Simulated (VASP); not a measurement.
# TbC4 (P6/mmm) in VASP: single point with PBE

Aim: the single point of TbC4 with PBE.

Program: VASP 6.6.1. These are calculated values, not measurements. Logs are shortened: lines on timing, memory, paths and dates and some standing lists are left out, and cuts for length are marked.

### 1 The cell of the first run

It takes space group P6/mmm (No. 191, hexagonal). Conventional cell: a = 2.673 Å, b = 2.673 Å, c = 8.207 Å, α = 90.00°, β = 90.00°, γ = 120.00°. Tb (site symmetry 6/mmm) has 6 Tb at 2.67 Å and 12 C at 2.68 Å within 3.5 Å. C (site symmetry 3m) has 3 C at 1.54 Å within 2.1 Å.

### 2 Single point, PBE

Contents of POSCAR:

```
TbC4
1.0
    2.6731267213      0.0000000000      0.0000000000
   -1.3365633607      2.3149956482      0.0000000000
    0.0000000000      0.0000000000      8.2066498052
Tb C
1 4
Direct
    0.0000000000      0.0000000000      0.0000000000
    0.3333333333      0.6666666667      0.7327675865
    0.3333333333      0.6666666667      0.2672324135
    0.6666666667      0.3333333333      0.2672324135
    0.6666666667      0.3333333333      0.7327675865
```

Contents of INCAR.step1:

```
SYSTEM = TbC4
PREC     = Accurate       ! precision mode
ENCUT    = 520            ! plane-wave cutoff, eV
EDIFF    = 1E-6           ! SCF threshold, eV
ISMEAR   = 0              ! smearing method
SIGMA    = 0.1            ! smearing width, eV
LREAL    = .False.        ! projectors in reciprocal space
LASPH    = .True.         ! aspherical terms in the spheres
NELM     = 200            ! most SCF steps
ALGO     = Normal         ! electronic algorithm
ISIF     = 2              ! what is computed and relaxed
LWAVE    = .False.        ! write WAVECAR
LCHARG   = .True.         ! write CHGCAR
LMAXMIX  = 6              ! l up to which the mixer works
GGA      = PE             ! functional
NBANDS   = 20             ! bands
GGA_COMPAT= .False.      
NEDOS    = 2001           ! points of the DOS
LORBIT   = 11             ! projections on sites
```

Contents of KPOINTS.step1:

```
regular mesh
0
Gamma
  18 18 6
  0 0 0
```

Contents of INCAR.step2:

```
SYSTEM = TbC4
PREC     = Accurate       ! precision mode
ENCUT    = 520            ! plane-wave cutoff, eV
EDIFF    = 1E-6           ! SCF threshold, eV
ISMEAR   = -5             ! smearing method
SIGMA    = 0.1            ! smearing width, eV
LREAL    = .False.        ! projectors in reciprocal space
LASPH    = .True.         ! aspherical terms in the spheres
NELM     = 200            ! most SCF steps
ALGO     = Normal         ! electronic algorithm
ISIF     = 2              ! what is computed and relaxed
LWAVE    = .False.        ! write WAVECAR
LCHARG   = .False.        ! write CHGCAR
LMAXMIX  = 6              ! l up to which the mixer works
GGA      = PE             ! functional
LORBIT   = 11             ! projections on sites
NBANDS   = 20             ! bands
NEDOS    = 1001           ! points of the DOS
ICHARG   = 11             ! starting density
GGA_COMPAT= .False.
```

Contents of KPOINTS.step2:

```
regular mesh
0
Gamma
  27 27 9
  0 0 0
```

Potentials or basis: VASP PAW PBE potentials, release 64 (Tb_3, C), 4f in core.

Run with:

```
$ cat potpaw_PBE.64/Tb_3/POTCAR potpaw_PBE.64/C/POTCAR > POTCAR
$ cp INCAR.step1 INCAR
$ cp KPOINTS.step1 KPOINTS
$ mpirun -np 1 vasp_std > vasp.out
$ cp INCAR.step2 INCAR
$ cp KPOINTS.step2 KPOINTS
$ mpirun -np 1 vasp_std > vasp.out
```

OUTCAR:

```text
SYSTEM = TbC4
   PREC = Accurate
   ENCUT = 520
   EDIFF = 1E-6
   ISMEAR = -5
   LREAL = .False.
   LASPH = .True.
   NELM = 200
   ISIF = 2
   GGA = PE
   LORBIT = 11
   ICHARG = 11

 ion  position               nearest neighbor table
   1  0.000  0.000  0.000-   2 2.68   3 2.68   4 2.68   5 2.68   4 2.68   5 2.68   2 2.68   3 2.68
                             4 2.68   5 2.68   2 2.68   3 2.68
   2  0.333  0.667  0.733-   5 1.54   5 1.54   5 1.54   1 2.68   1 2.68   1 2.68
   3  0.333  0.667  0.267-   4 1.54   4 1.54   4 1.54   1 2.68   1 2.68   1 2.68
   4  0.667  0.333  0.267-   3 1.54   3 1.54   3 1.54   1 2.68   1 2.68   1 2.68
   5  0.667  0.333  0.733-   2 1.54   2 1.54   2 1.54   1 2.68   1 2.68   1 2.68

  LATTYP: Found a hexagonal cell.
 ALAT       =     2.6731267213
 C/A-ratio  =     3.0700564024

  Lattice vectors:

 A1 = (   2.6731267213,   0.0000000000,   0.0000000000)
 A2 = (  -1.3365633607,   2.3149956482,   0.0000000000)
 A3 = (   0.0000000000,   0.0000000000,   8.2066498052)

Analysis of symmetry for initial positions (statically):
=====================================================================
 Subroutine PRICEL returns:
 Original cell was already a primitive cell.

 Routine SETGRP: Setting up the symmetry group for a
 hexagonal supercell.

 Subroutine GETGRP returns: Found 24 space group operations
 (whereof 24 operations were pure point group operations)
 out of a pool of 24 trial point group operations.

The static configuration has the point symmetry D_6h.

Analysis of symmetry for dynamics (positions and initial velocities):
=====================================================================
 Subroutine PRICEL returns:
 Original cell was already a primitive cell.

 Routine SETGRP: Setting up the symmetry group for a
 hexagonal supercell.

 Subroutine GETGRP returns: Found 24 space group operations
 (whereof 24 operations were pure point group operations)
 out of a pool of 24 trial point group operations.

The dynamic configuration has the point symmetry D_6h.

 Subroutine INISYM returns: Found 24 space group operations
 (whereof 24 operations are pure point group operations),
 and found     1 'primitive' translations

----------------------------------------------------------------------------------------

                                     Primitive cell

  volume of cell :      50.7850

  direct lattice vectors                    reciprocal lattice vectors
     2.673126721  0.000000000  0.000000000     0.374093750  0.215983127  0.000000000
    -1.336563361  2.314995648  0.000000000     0.000000000  0.431966255  0.000000000
     0.000000000  0.000000000  8.206649805     0.000000000  0.000000000  0.121852403

  length of vectors
     2.673126721  2.673126721  8.206649805     0.431966255  0.431966255  0.121852403

  position of ions in fractional coordinates (direct lattice)
     0.000000000  0.000000000  0.000000000
     0.333333333  0.666666667  0.732767587
     0.333333333  0.666666667  0.267232413
     0.666666667  0.333333333  0.267232413
     0.666666667  0.333333333  0.732767587

  ion indices of the primitive-cell ions
   primitive index   ion index
                 1           1
                 2           2
                 3           3
                 4           4
                 5           5

----------------------------------------------------------------------------------------

 KPOINTS: regular mesh

Automatic generation of k-mesh.
 Grid dimensions read from file:
 generate k-points for:   27   27    9

 Generating k-lattice:

  Cartesian coordinates                     Fractional coordinates (reciprocal lattice)
     0.013855324  0.007999375  0.000000000     0.037037037  0.000000000  0.000000000
     0.000000000  0.015998750  0.000000000     0.000000000  0.037037037  0.000000000
     0.000000000  0.000000000  0.013539156     0.000000000  0.000000000  0.111111111

  Length of vectors
     0.015998750  0.015998750  0.013539156

  Shift w.r.t. Gamma in fractional coordinates (k-lattice)
     0.000000000  0.000000000  0.000000000

 TETIRR: Found   6288 inequivalent tetrahedra from    39366

 Subroutine IBZKPT returns following result:
 ===========================================

 Found    375 irreducible k-points:

 Following reciprocal coordinates:
            Coordinates               Weight
  0.000000  0.000000  0.000000      1.000000
  0.037037 -0.000000  0.000000      6.000000
  0.074074 -0.000000  0.000000      6.000000
  0.111111  0.000000  0.000000      6.000000
  0.148148 -0.000000  0.000000      6.000000
  0.185185  0.000000  0.000000      6.000000
[... 16 lines left out ...]
  0.333333  0.037037  0.000000     12.000000
  0.370370  0.037037  0.000000     12.000000
 [... further k-points ...]
   k-points           NKPTS =    375   k-points in BZ     NKDIM =    375   number of bands    NBANDS=     20
   number of dos      NEDOS =   1001   number of ions     NIONS =      5
   total plane-waves  NPLWV =  25600
   dimension x,y,z NGX =    20 NGY =   20 NGZ =   64
   dimension x,y,z NGXF=    40 NGYF=   40 NGZF=  128
   ions per type =               1   4
   NGX,Y,Z   is equivalent  to a cutoff of  12.44, 12.44, 12.96 a.u.
   NGXF,Y,Z  is equivalent  to a cutoff of  24.88, 24.88, 25.93 a.u.
 SYSTEM =  TbC4
   PREC   = accura    normal or accurate (medium, high low for compatibility)
   ISTART =      0    job   : 0-new  1-cont  2-samecut
   ICHARG =     11    charge: 1-file 2-atom 10-const
   ISPIN  =      1    spin polarized calculation?
   LNONCOLLINEAR =      F non collinear calculations
   LSORBIT =      F    spin-orbit coupling
   LASPH  =      T    aspherical Exc in radial PAW
   ENCUT  =  520.0 eV  38.22 Ry    6.18 a.u.   4.97  4.97 15.26*2*pi/ulx,y,z
   NELM   =    200;   NELMIN=  2; NELMDL=  0     # of ELM steps
   EDIFF  = 0.1E-05   stopping-criterion for ELM
   LREAL  =      F    real-space projection
   EDIFFG = 0.1E-04   stopping-criterion for IOM
   NSW    =      0    number of steps for IOM
   IBRION =     -1    ionic relax: 0-MD 1-quasi-New 2-CG
   NFREE  =      0    steps in history (QN), initial steepest desc. (CG)
   ISIF   =      2    stress and relaxation
   ISYM   =      2    0-nonsym 1-usesym 2-fastsym
   POTIM  = 0.5000    time-step for ionic-motion
   TEBEG  =    0.0;   TEEND  =   0.0 temperature during run
   PSTRESS=    0.0 pullay stress
   NELECT =      25.0000    total number of electrons
   NUPDOWN=      -1.0000    fix difference up-down
   EMIN   =  10.00;   EMAX   =-10.00  energy-range for DOS
   EFERMI =   0.00;   METHOD = LEGACY
   ISMEAR =    -5;   SIGMA  =   0.10  broadening in eV -4-tet -1-fermi 0-gaus
   EFERMI_NEDOS =   21; number of points for ismear=-14 and -15
   IALGO  =     38    algorithm
   IMIX   =      4    mixing-type and parameters
     AMIX     =   0.40;   BMIX     =  1.00
     AMIX_MAG =   1.60;   BMIX_MAG =  1.00
  volume/ion in A,a.u.               =      10.16        68.54
  Fermi-wavevector in a.u.,A,eV,Ry     =   1.292636  2.442728 22.734086  1.670908
  Thomas-Fermi vector in A             =   2.424332
   LORBIT       =     11    0 simple, 1 ext, 2 COOP (PROOUT), +10 PAW based schemes
   GGA     = PE    functional components
   LHFCALC =     F    Hartree Fock is set to
   AEXX    =    0.0000 exact exchange contribution
   IVDW    =     0    specifies the selected vdW correction
   LEPSILON=     F    determine dielectric tensor
   LRPA    =     F    only Hartree local field effects (RPA)
 non-spin polarized calculation
 Fermi weights with tetrahedron method with Bloechl corrections
  energy-cutoff  :      520.00
  volume of cell :       50.79
 maximum number of plane-waves:      1401
 NGX is ok and might be reduce to    20

 number of electron      24.9999998 magnetization

 Free energy of the ion-electron system (eV)
  ---------------------------------------------------
  ext. energy  EPLUGINS =         0.00000000
  ---------------------------------------------------
  free energy    TOTEN  =       -38.24586230 eV

  energy without entropy =      -38.24586230  energy(sigma->0) =      -38.24586230

 E-fermi :   6.9060     XC(G=0): -11.2909

 val. band max:        6.8932054889   @ k =   0.4444   0.0370   0.2222
 cond. band min:       6.8889082075   @ k =   0.4444   0.0000   0.0000
 fundamental gap:     -0.0042972814
 Fermi energy:         6.9060453430

 k-point     1 :       0.0000    0.0000    0.0000
  band No.  band energies     occupation
      1     -17.3908      2.00000
      2     -13.3679      2.00000
      3     -13.3679      2.00000
      4     -12.7880      2.00000
      5     -11.6885      2.00000
      6      -1.9243      2.00000
[... 12 lines left out ...]
     19      11.8646      0.00000
     20      11.8963      0.00000

 k-point     2 :       0.0370   -0.0000    0.0000
  band No.  band energies     occupation
      1     -17.3715      2.00000
      2     -13.4866      2.00000
      3     -13.3878      2.00000
      4     -12.7388      2.00000
      5     -11.6672      2.00000
      6      -1.8823      2.00000
[... 12 lines left out ...]
     19      11.9855      0.00000
     20      12.0707      0.00000
[... 465 lines left out ...]
      3     -14.4820      2.00000
      4     -10.1505      2.00000
      5      -9.8218      2.00000
      6      -4.3234      2.00000
[... 12 lines left out ...]
     19      13.3183      0.00000
     20      13.8609      0.00000

 k-point    24 :       0.3704    0.0370    0.0000
  band No.  band energies     occupation
      1     -18.3498      2.00000
      2     -15.9075      2.00000
      3     -14.5853      2.00000
      4      -9.6188      2.00000
      5      -9.4396      2.00000
      6      -5.1411      2.00000
[... 12 lines left out ...]
     19      13.6820      0.00000
     20      14.7129      0.00000

 [... further k-points ...]

------------------------ aborting loop because EDIFF is reached ----------------------------------------

  FORCE on cell =-STRESS in cart. coord.  units (eV):
  Direction    XX          YY          ZZ          XY          YZ          ZX
  --------------------------------------------------------------------------------------
  -------------------------------------------------------------------------------------
  Total        0.4687082      0.4687082      0.0587327     -0.0000000     -0.0000000      0.0000000
  in kB       14.7869112     14.7869112      1.8529121     -0.0000000     -0.0000000      0.0000000
  external PRESSURE =      10.4755782 kB  Pullay stress =       0.0000000 kB

 VOLUME and BASIS-vectors are now :
 -----------------------------------------------------------------------------
  energy-cutoff  :      520.00
  volume of cell :       50.79
      direct lattice vectors                 reciprocal lattice vectors
     2.673126721  0.000000000  0.000000000     0.374093750  0.215983127  0.000000000
    -1.336563361  2.314995648  0.000000000     0.000000000  0.431966255  0.000000000
     0.000000000  0.000000000  8.206649805     0.000000000  0.000000000  0.121852403

 POSITION                                       TOTAL-FORCE (eV/Angst)
 -----------------------------------------------------------------------------------
      0.00000      0.00000      0.00000        -0.000000      0.000000      0.000000
     -0.00000      1.54333      6.01357        -0.000000     -0.000000     -0.008862
     -0.00000      1.54333      2.19308        -0.000000     -0.000000      0.008862
      1.33656      0.77167      2.19308         0.000000      0.000000      0.008862
      1.33656      0.77167      6.01357         0.000000      0.000000     -0.008862
 -----------------------------------------------------------------------------------
    total drift:                                0.000000     -0.000000     -0.000000

  FREE ENERGIE OF THE ION-ELECTRON SYSTEM (eV)
  ---------------------------------------------------
  free  energy   TOTEN  =       -38.2458623042 eV

  energy  without entropy=      -38.2458623042  energy(sigma->0) =      -38.24586230

 total charge

# of ion       s       p       d       tot
------------------------------------------
    1        0.406   6.705   2.434   9.546
    2        0.806   1.628   0.000   2.434
    3        0.806   1.628   0.000   2.434
    4        0.806   1.628   0.000   2.434
    5        0.806   1.628   0.000   2.434
--------------------------------------------------
tot          3.630  13.217   2.434  19.281
```

It took 5.2 min on 1 thread of Intel Xeon Platinum 8488C (Sapphire Rapids), shared host; peak memory 0.44 GiB.

Results:

```
Valence electrons inside the program's atomic spheres : Tb 9.55; C 2.43
```

Caveat: spin-orbit coupling is left out, which moves the levels of the heavy elements; this functional lacks dispersion, which binds the layers, so the pressure and a relaxed spacing across them are unreliable; the 4f electrons are frozen in the core, so they carry no moment and show no levels; tetrahedron occupations give inexact forces and stress in metals.
